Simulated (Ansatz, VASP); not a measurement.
## GaC3: VASP beside Ansatz

```
CELL_PARAMETERS angstrom
3.38404 0.00000 0.00000
0.00000 3.38404 0.00000
0.00000 0.00000 3.38404
ATOMIC_POSITIONS crystal
Ga 0.00000 0.00000 0.00000
C 0.00000 0.50000 0.50000
C 0.50000 0.00000 0.50000
C 0.50000 0.50000 0.00000
```

Alike in both runs: task single point; functional PBEsol; k mesh 7 × 7 × 7; occupations fermi-dirac, width 0.05 eV; no spin polarisation.

```csv
,VASP,Ansatz
version,VASP 6.6.1,Ansatz 0.2.0
potentials or method,"VASP PAW PBE potentials, release 64 (Ga_d, C), cutoff 520 eV","plane waves, PAW"
valence electrons in the cell,25,25
```

```tsv
	VASP	Ansatz	Ansatz less VASP
pressure (GPa)	-11.8	-12.0	-0.23
```

VASP's potentials were made for PBE, not for PBEsol. With one functional, cell and mesh, what is left measures potentials, basis and numerics.
